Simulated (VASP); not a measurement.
Input of a VASP 6.6.1 run:

File INCAR:

```
SYSTEM = SnO2
PREC     = Accurate       ! precision mode
ENCUT    = 520            ! plane-wave cutoff, eV
EDIFF    = 1E-6           ! SCF threshold, eV
ISMEAR   = -1             ! smearing method
SIGMA    = 0.05           ! smearing width, eV
LREAL    = .FALSE.        ! projectors in reciprocal space
LASPH    = .TRUE.         ! aspherical terms in the spheres
NELM     = 60             ! most SCF steps
ALGO     = Normal         ! electronic algorithm
ISIF     = 2              ! what is computed and relaxed
LWAVE    = .FALSE.        ! write WAVECAR
LCHARG   = .FALSE.        ! write CHGCAR
GGA      = CA             ! functional
NBANDS   = 20             ! bands
```

Contents of KPOINTS:

```
Automatic mesh
0
G
  8 8 8
  0 0 0
```

POSCAR

```
SnO2
1.0
    1.6170930752      0.9336291223      4.8005925840
   -1.6170930752      0.9336291223      4.8005925840
    0.0000000000     -1.8672582446      4.8005925840
Sn O
1 2
Direct
    0.5000000000      0.5000000000      0.5000000000
    0.7628300000      0.7628300000      0.7628300000
    0.2371700000      0.2371700000      0.2371700000
```

Potentials or basis: VASP PAW LDA potentials, release 64 (Sn_d, O).

Run with:

```console
$ cat potpaw_LDA.64/Sn_d/POTCAR potpaw_LDA.64/O/POTCAR > POTCAR
$ mpirun -np 1 vasp_std > vasp.out
```

Task: What does it give for the pressure?

Result: -8.5 GPa.

Task: What does it give for the band gap on the k mesh?

Result: 1.77 eV (least direct gap 1.90 eV).

Task: Estimate the largest force.

Result: 0.618 eV/Å.

Forces on the atoms (eV/Å):
```
Sn   0.000  0.000  0.000
O    0.000  0.000  0.618
O    0.000  0.000 -0.618
```

Caveat: the cell stands under tension; spin-orbit coupling is left out, which moves the levels of the heavy elements. A k mesh can miss the band edges.
